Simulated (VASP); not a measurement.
Mn, 2 atoms in the cell. The structure is cubic, space group Fd-3m (No. 227). The conventional cell has a = 4.882 Å, b = 4.882 Å, c = 4.882 Å, α = 90.00°, β = 90.00°, γ = 90.00°. Mn (site symmetry -43m) has 4 Mn at 2.11 Å within 2.8 Å. 

| Quantity | Value |
| --- | --- |
| Program | VASP 6.6.1 |
| Task | single point |
| Functional | PBEsol |
| Potentials or basis | VASP PAW PBE potentials, release 64 (Mn_pv) |
| Cutoff | 520 eV |
| k mesh | 20 × 20 × 20 |
| Occupations | gaussian, width 0.1 eV |
| Spin | no spin polarisation |
| Dipole correction | no |
| Further INCAR settings | ALGO = Normal; EDIFF = 1e-07; NBANDS = 20 |

Potentials or basis: VASP PAW PBE potentials, release 64 (Mn_pv).

The run is started by

```sh
$ cat potpaw_PBE.64/Mn_pv/POTCAR > POTCAR
$ mpirun -np 1 vasp_std > vasp.out
```

Hardware: 1 thread of Intel(R) Xeon(R) Platinum 8259CL CPU @ 2.50GHz (Skylake/Cascade Lake) (shared host).

Q: Estimate the wall time of this run.

A: Wall time 120 s on 1 thread of Intel(R) Xeon(R) Platinum 8259CL CPU @ 2.50GHz (Skylake/Cascade Lake) (shared host), peak memory 0.24 GiB. Counts: scf iterations 12, k points 256.
